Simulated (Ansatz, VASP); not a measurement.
In: VASP beside Ansatz

```
In
1.0
     3.80069    0.00000    0.00000
    -1.90034    3.29149    0.00000
     0.00000    0.00000    7.34991
In
3
Direct
  0.66667 0.33333 0.70152
  0.66667 0.33333 0.29848
  0.00000 0.00000 0.00000
```

Alike in both runs: functional PBE; k mesh 6 × 6 × 4; occupations gaussian, width 0.1 eV; no spin polarisation.

Ansatz relaxed the structure, and its values are those at the end. VASP's run is a single point on that final structure, the one shown.

|  | VASP | Ansatz |
| --- | --- | --- |
| version | VASP 6.6.1 | Ansatz 0.2.0 |
| potentials or method | VASP PAW PBE potentials, release 64 (In_d), cutoff 520 eV | scalar-relativistic, plane waves, PAW |
| valence electrons in the cell | 39 | 39 |

```tsv
	VASP	Ansatz	Ansatz less VASP
gap on the k mesh at the Fermi level (eV)	none	none	-
pressure (GPa)	0.1	0.1	+0.03
rms of the force components (eV/Å)	0.008	0.008	-0.0002
```

A gap of «none» marks a metal or a gap that the smearing closes.
